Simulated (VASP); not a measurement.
# HgTe (F-43m) in VASP: a series of runs, part 2 of 3

VASP 6.6.1. The steps go on from the part before.

## Step 3: Single point, PBEsol

The input, INCAR:

```
  PREC = Accurate
  ENCUT = 520
  EDIFF = 1E-7
  ISMEAR = 0
  SIGMA = 0.1
  LREAL = F
  LASPH = T
  NELM = 80
  ALGO = Normal
  ISIF = 2
  LWAVE = F
  LCHARG = F
  GGA = PS
  NBANDS = 16
```

The input, KPOINTS:

```
regular mesh
0
Gamma
  12 12 12
```

The input, POSCAR:

```
HgTe
1.0
    0.0000000000      2.8779325538      2.8779325538
    2.8779325538      0.0000000000      2.8779325538
    2.8779325538      2.8779325538      0.0000000000
Hg Te
1 1
Direct
    0.0000000000      0.0000000000      0.0000000000
    0.2500000000      0.2500000000      0.2500000000
```

Potentials or basis: VASP PAW PBE potentials, release 64 (Hg, Te).

The run is started by

```sh
$ cat potpaw_PBE.64/Hg/POTCAR potpaw_PBE.64/Te/POTCAR > POTCAR
$ mpirun -np 1 vasp_std > vasp.out
```

OUTCAR:

```text
PREC = Accurate
   ENCUT = 520
   EDIFF = 1E-7
   ISMEAR = 0
   LREAL = F
   LASPH = T
   NELM = 80
   ISIF = 2
   GGA = PS

 ion  position               nearest neighbor table
   1  0.000  0.000  0.000-   2 2.49   2 2.49   2 2.49   2 2.49
   2  0.250  0.250  0.250-   1 2.49   1 2.49   1 2.49   1 2.49

  LATTYP: Found a face centered cubic cell.
 ALAT       =     5.7558651076

  Lattice vectors:

 A1 = (   0.0000000000,   2.8779325538,   2.8779325538)
 A2 = (   2.8779325538,   0.0000000000,   2.8779325538)
 A3 = (   2.8779325538,   2.8779325538,   0.0000000000)

Analysis of symmetry for initial positions (statically):
=====================================================================
 Subroutine PRICEL returns:
 Original cell was already a primitive cell.

 Routine SETGRP: Setting up the symmetry group for a
 face centered cubic supercell.

 Subroutine GETGRP returns: Found 24 space group operations
 (whereof 24 operations were pure point group operations)
 out of a pool of 48 trial point group operations.

The static configuration has the point symmetry T_d .

Analysis of symmetry for dynamics (positions and initial velocities):
=====================================================================
 Subroutine PRICEL returns:
 Original cell was already a primitive cell.

 Routine SETGRP: Setting up the symmetry group for a
 face centered cubic supercell.

 Subroutine GETGRP returns: Found 24 space group operations
 (whereof 24 operations were pure point group operations)
 out of a pool of 48 trial point group operations.

The dynamic configuration has the point symmetry T_d .

 Subroutine INISYM returns: Found 24 space group operations
 (whereof 24 operations are pure point group operations),
 and found     1 'primitive' translations

----------------------------------------------------------------------------------------

                                     Primitive cell

  volume of cell :      47.6729

  direct lattice vectors                    reciprocal lattice vectors
     0.000000000  2.877932554  2.877932554    -0.173735830  0.173735830  0.173735830
     2.877932554  0.000000000  2.877932554     0.173735830 -0.173735830  0.173735830
     2.877932554  2.877932554  0.000000000     0.173735830  0.173735830 -0.173735830

  length of vectors
     4.070011249  4.070011249  4.070011249     0.300919284  0.300919284  0.300919284

  position of ions in fractional coordinates (direct lattice)
     0.000000000  0.000000000  0.000000000
     0.250000000  0.250000000  0.250000000

  ion indices of the primitive-cell ions
   primitive index   ion index
                 1           1
                 2           2

----------------------------------------------------------------------------------------

 KPOINTS: regular mesh

Automatic generation of k-mesh.
 Grid dimensions read from file:
 generate k-points for:   12   12   12

 Generating k-lattice:

  Cartesian coordinates                     Fractional coordinates (reciprocal lattice)
    -0.014477986  0.014477986  0.014477986     0.083333333  0.000000000  0.000000000
     0.014477986 -0.014477986  0.014477986     0.000000000  0.083333333  0.000000000
     0.014477986  0.014477986 -0.014477986     0.000000000  0.000000000  0.083333333

  Length of vectors
     0.025076607  0.025076607  0.025076607

  Shift w.r.t. Gamma in fractional coordinates (k-lattice)
     0.000000000  0.000000000  0.000000000

 Subroutine IBZKPT returns following result:
 ===========================================

 Found     72 irreducible k-points:

 Following reciprocal coordinates:
            Coordinates               Weight
  0.000000  0.000000  0.000000      1.000000
  0.083333  0.000000  0.000000      8.000000
  0.166667  0.000000  0.000000      8.000000
  0.250000  0.000000  0.000000      8.000000
  0.333333  0.000000  0.000000      8.000000
  0.416667  0.000000  0.000000      8.000000
[... 16 lines left out ...]
  0.500000  0.166667  0.000000     24.000000
 -0.416667  0.166667  0.000000     24.000000
 [... further k-points ...]
   k-points           NKPTS =     72   k-points in BZ     NKDIM =     72   number of bands    NBANDS=     16
   number of dos      NEDOS =    301   number of ions     NIONS =      2
   total plane-waves  NPLWV =  27000
   dimension x,y,z NGX =    30 NGY =   30 NGZ =   30
   dimension x,y,z NGXF=    60 NGYF=   60 NGZF=   60
   ions per type =               1   1
   NGX,Y,Z   is equivalent  to a cutoff of  12.25, 12.25, 12.25 a.u.
   NGXF,Y,Z  is equivalent  to a cutoff of  24.51, 24.51, 24.51 a.u.
 SYSTEM =  unknown system
   PREC   = accura    normal or accurate (medium, high low for compatibility)
   ISTART =      0    job   : 0-new  1-cont  2-samecut
   ICHARG =      2    charge: 1-file 2-atom 10-const
   ISPIN  =      1    spin polarized calculation?
   LNONCOLLINEAR =      F non collinear calculations
   LSORBIT =      F    spin-orbit coupling
   LASPH  =      T    aspherical Exc in radial PAW
   ENCUT  =  520.0 eV  38.22 Ry    6.18 a.u.   7.57  7.57  7.57*2*pi/ulx,y,z
   NELM   =     80;   NELMIN=  2; NELMDL= -5     # of ELM steps
   EDIFF  = 0.1E-06   stopping-criterion for ELM
   LREAL  =      F    real-space projection
   EDIFFG = 0.1E-05   stopping-criterion for IOM
   NSW    =      0    number of steps for IOM
   IBRION =     -1    ionic relax: 0-MD 1-quasi-New 2-CG
   NFREE  =      0    steps in history (QN), initial steepest desc. (CG)
   ISIF   =      2    stress and relaxation
   ISYM   =      2    0-nonsym 1-usesym 2-fastsym
   POTIM  = 0.5000    time-step for ionic-motion
   TEBEG  =    0.0;   TEEND  =   0.0 temperature during run
   PSTRESS=    0.0 pullay stress
   NELECT =      18.0000    total number of electrons
   NUPDOWN=      -1.0000    fix difference up-down
   EMIN   =  10.00;   EMAX   =-10.00  energy-range for DOS
   EFERMI =   0.00;   METHOD = LEGACY
   ISMEAR =     0;   SIGMA  =   0.10  broadening in eV -4-tet -1-fermi 0-gaus
   EFERMI_NEDOS =   21; number of points for ismear=-14 and -15
   IALGO  =     38    algorithm
   IMIX   =      4    mixing-type and parameters
     AMIX     =   0.40;   BMIX     =  1.00
     AMIX_MAG =   1.60;   BMIX_MAG =  1.00
  volume/ion in A,a.u.               =      23.84       160.86
  Fermi-wavevector in a.u.,A,eV,Ry     =   1.183246  2.236011 19.049125  1.400071
  Thomas-Fermi vector in A             =   2.319484
   LORBIT       =      0    0 simple, 1 ext, 2 COOP (PROOUT), +10 PAW based schemes
   GGA     = PS    functional components
   LHFCALC =     F    Hartree Fock is set to
   AEXX    =    0.0000 exact exchange contribution
   IVDW    =     0    specifies the selected vdW correction
   LEPSILON=     F    determine dielectric tensor
   LRPA    =     F    only Hartree local field effects (RPA)
 non-spin polarized calculation
 Gauss-broadening in eV      SIGMA  =   0.10
  energy-cutoff  :      520.00
  volume of cell :       47.67
 maximum number of plane-waves:      1304
   NGX = 15   NGY = 15   NGZ = 15

 number of electron      18.0000000 magnetization

 Free energy of the ion-electron system (eV)
  ---------------------------------------------------
  ext. energy  EPLUGINS =         0.00000000
  ---------------------------------------------------
  free energy    TOTEN  =        -2.49916020 eV

  energy without entropy =       -2.49907991  energy(sigma->0) =       -2.49912006

 E-fermi :   7.6642     XC(G=0): -10.6046

 val. band max:        7.5812466862   @ k =   0.0000   0.0000   0.0000
 cond. band min:       7.6890941146   @ k =   0.0000   0.0000   0.0000
 fundamental gap:      0.1078474284
 Fermi energy:         7.6641842969

 k-point     1 :       0.0000    0.0000    0.0000
  band No.  band energies     occupation
      1      -7.8172      2.00000
      2      -2.6107      2.00000
      3      -2.6107      2.00000
      4      -2.6107      2.00000
      5      -1.5552      2.00000
      6      -1.5552      2.00000
[... 8 lines left out ...]
     15      16.6991      0.00000
     16      16.6991      0.00000

 k-point     2 :       0.0833    0.0000    0.0000
  band No.  band energies     occupation
      1      -7.7523      2.00000
      2      -2.6087      2.00000
      3      -2.5909      2.00000
      4      -2.5909      2.00000
      5      -1.5595      2.00000
      6      -1.5595      2.00000
[... 8 lines left out ...]
     15      16.1948      0.00000
     16      16.1948      0.00000
[... 387 lines left out ...]
      5      -1.5034      2.00000
      6      -1.2297      2.00000
[... 8 lines left out ...]
     15      17.7253      0.00000
     16      17.9854      0.00000

 k-point    24 :      -0.4167    0.1667    0.0000
  band No.  band energies     occupation
      1      -6.6045      2.00000
      2      -2.3696      2.00000
      3      -2.2761      2.00000
      4      -1.6772      2.00000
      5      -1.5406      2.00000
      6      -1.1817      2.00000
[... 8 lines left out ...]
     15      16.9851      0.00000
     16      17.2143      0.00000

 [... further k-points ...]
[... 5 lines left out ...]
  --------------------------------------------------------------------------------------
  -------------------------------------------------------------------------------------
  Total       12.1091709     12.1091709     12.1091709      0.0000000      0.0000000      0.0000000
  in kB      406.9613437    406.9613437    406.9613437      0.0000000      0.0000000      0.0000000
  external PRESSURE =     406.9613437 kB  Pullay stress =       0.0000000 kB

 VOLUME and BASIS-vectors are now :
 -----------------------------------------------------------------------------
  energy-cutoff  :      520.00
  volume of cell :       47.67
      direct lattice vectors                 reciprocal lattice vectors
     0.000000000  2.877932554  2.877932554    -0.173735830  0.173735830  0.173735830
     2.877932554  0.000000000  2.877932554     0.173735830 -0.173735830  0.173735830
     2.877932554  2.877932554  0.000000000     0.173735830  0.173735830 -0.173735830

 POSITION                                       TOTAL-FORCE (eV/Angst)
 -----------------------------------------------------------------------------------
      0.00000      0.00000      0.00000        -0.000000     -0.000000     -0.000000
      1.43897      1.43897      1.43897         0.000000      0.000000      0.000000
 -----------------------------------------------------------------------------------
    total drift:                                0.000000      0.000000      0.000000

  FREE ENERGIE OF THE ION-ELECTRON SYSTEM (eV)
  ---------------------------------------------------
  free  energy   TOTEN  =        -2.4991601969 eV

  energy  without entropy=       -2.4990799140  energy(sigma->0) =       -2.49912006
```

OSZICAR:

```text
N       E                     dE             d eps       ncg     rms          rms(c)
DAV:   1     0.114226630320E+03    0.11423E+03   -0.85667E+03  2320   0.102E+03
DAV:   2     0.452708523273E+00   -0.11377E+03   -0.10775E+03  2704   0.248E+02
DAV:   3    -0.283877923972E+01   -0.32915E+01   -0.32841E+01  2872   0.436E+01
DAV:   4    -0.286436673377E+01   -0.25587E-01   -0.25586E-01  3040   0.368E+00
DAV:   5    -0.286475422975E+01   -0.38750E-03   -0.38749E-03  3000   0.370E-01    0.166E+01
DAV:   6    -0.253966464493E+01    0.32509E+00   -0.54707E-01  2808   0.114E+01    0.116E+01
DAV:   7    -0.250343824220E+01    0.36226E-01   -0.18582E-01  2784   0.346E+00    0.256E+00
DAV:   8    -0.249944744603E+01    0.39908E-02   -0.27590E-02  2608   0.214E+00    0.965E-01
DAV:   9    -0.249916394627E+01    0.28350E-03   -0.15556E-03  2960   0.337E-01    0.281E-01
DAV:  10    -0.249915882697E+01    0.51193E-05   -0.11172E-04  2968   0.844E-02    0.538E-02
DAV:  11    -0.249916089060E+01   -0.20636E-05   -0.16113E-05  2848   0.408E-02    0.240E-02
DAV:  12    -0.249916016890E+01    0.72169E-06   -0.26290E-06  2552   0.194E-02    0.395E-03
DAV:  13    -0.249916019690E+01   -0.27998E-07   -0.49550E-07  2712   0.439E-03
   1 F= -.24991602E+01 E0= -.24991201E+01  d E =-.802829E-04
```

It took 62 s on 1 thread of Intel Xeon Platinum 8259CL at 2.50GHz (Skylake/Cascade Lake), shared host; peak memory 0.21 GiB.

Results:

```yaml
Free_energy: -2.4992 eV
Pressure: 40.7 GPa
Band_gap_on_the_k_mesh: 0.11 eV
```

Caveat: the cell stands under pressure; the PAW data sets were made with another functional, which shifts forces and pressure a little; spin-orbit coupling is left out, which moves the levels of the heavy elements. A k mesh can miss the band edges.

## Step 4: Single point, PBEsol

This run uses another cell than the first one, of 26.87 Å³/atom.

The input, INCAR:

```
PREC     = Accurate       # precision mode
ENCUT    = 520            # plane-wave cutoff, eV
EDIFF    = 1E-7           # SCF threshold, eV
ISMEAR   = 0              # smearing method
SIGMA    = 0.1            # smearing width, eV
LREAL    = False          # projectors in reciprocal space
LASPH    = True           # aspherical terms in the spheres
NELM     = 80             # most SCF steps
ALGO     = Normal         # electronic algorithm
ISIF     = 2              # what is computed and relaxed
LWAVE    = False          # write WAVECAR
LCHARG   = True           # write CHGCAR
GGA      = PS             # functional
LELF     = True           # ELF
LVHAR    = True         
NBANDS   = 16             # bands
```

The input, KPOINTS:

```
Automatic mesh
0
Gamma
  12 12 12
```

The input, POSCAR:

```
HgTe
1.0
    0.0000000000      2.9950104410      2.9950104410
    2.9950104410      0.0000000000      2.9950104410
    2.9950104410      2.9950104410      0.0000000000
Hg Te
1 1
Direct
    0.0000000000      0.0000000000      0.0000000000
    0.2500000000      0.2500000000      0.2500000000
```

The run is started by

```sh
$ cat potpaw_PBE.64/Hg/POTCAR potpaw_PBE.64/Te/POTCAR > POTCAR
$ mpirun -np 1 vasp_std > vasp.out
```

It took 62 s on 1 thread of Intel Xeon Platinum 8259CL at 2.50GHz (Skylake/Cascade Lake), shared host; peak memory 0.21 GiB.

It converged, with:

* Free energy: -3.6171 eV
* Pressure: 20.3 GPa
* Band gap on the k mesh: zero (filled and empty bands touch)

Levels at points of the mesh, in eV from the Fermi level:
| k point | band 5 | band 6 | band 7 | band 8 | band 9 | band 10 | band 11 | band 12 | band 13 | band 14 |
| --- | --- | --- | --- | --- | --- | --- | --- | --- | --- | --- |
| (0.00, 0.00, 0.00) | -8.21 | -8.21 | -0.25 | -0.04 | -0.04 | -0.04 | 3.60 | 3.60 | 3.60 | 6.04 |
| (0.50, 0.00, 0.00) | -8.17 | -7.77 | -7.33 | -1.59 | -1.59 | 0.57 | 4.62 | 4.62 | 6.21 | 8.52 |
| (0.50, 0.50, 0.00) | -8.11 | -7.47 | -6.91 | -3.51 | -3.51 | 1.49 | 1.67 | 9.06 | 9.70 | 9.70 |

Caveat: the cell stands under pressure; semilocal functionals underestimate gaps, so a narrow gap can read as zero; the PAW data sets were made with another functional, which shifts forces and pressure a little; spin-orbit coupling is left out, which moves the levels of the heavy elements.

## Step 5: Single point, PBEsol

This run uses another cell than the first one, of 29.44 Å³/atom.

The input, INCAR:

```
ALGO = Normal ; EDIFF = 1E-6
ENCUT = 520 ; GGA = PS
ISIF = 2 ; ISMEAR = 0
LASPH = T ; LCHARG = T
LELF = T ; LREAL = F
LVHAR = T ; LWAVE = F
NBANDS = 16 ; NELM = 60
PREC = Accurate ; SIGMA = 0.1
```

The input, KPOINTS:

```
k-points
0
Gamma
  12 12 12
```

The input, POSCAR:

```
HgTe
1.0
    0.0000000000      3.0878151006      3.0878151006
    3.0878151006      0.0000000000      3.0878151006
    3.0878151006      3.0878151006      0.0000000000
Hg Te
1 1
Direct
    0.0000000000      0.0000000000      0.0000000000
    0.2500000000      0.2500000000      0.2500000000
```

The run is started by

```sh
$ cat potpaw_PBE.64/Hg/POTCAR potpaw_PBE.64/Te/POTCAR > POTCAR
$ mpirun -np 1 vasp_std > vasp.out
```

Wall time 52 s (1 thread of Intel Xeon Platinum 8259CL at 2.50GHz (Skylake/Cascade Lake), shared host); peak memory 0.22 GiB.

The run converged. Its results:

* Free energy: -4.0970 eV
* Pressure: 10.2 GPa
* Band gap on the k mesh: zero (filled and empty bands touch)

Levels at points of the mesh, in eV from the Fermi level:
```tsv
k point	band 5	band 6	band 7	band 8	band 9	band 10	band 11	band 12	band 13	band 14
(0.00, 0.00, 0.00)	-7.60	-7.60	-0.50	-0.05	-0.05	-0.05	3.84	3.84	3.84	6.15
(0.50, 0.00, 0.00)	-7.57	-7.21	-6.58	-1.35	-1.35	0.58	4.76	4.76	6.47	8.16
(0.50, 0.50, 0.00)	-7.51	-6.99	-6.32	-3.00	-3.00	1.66	1.94	8.62	9.33	9.33
```

Caveat: the cell stands under pressure; semilocal functionals underestimate gaps, so a narrow gap can read as zero; the PAW data sets were made with another functional, which shifts forces and pressure a little; spin-orbit coupling is left out, which moves the levels of the heavy elements.

[end of part 2 of 3]
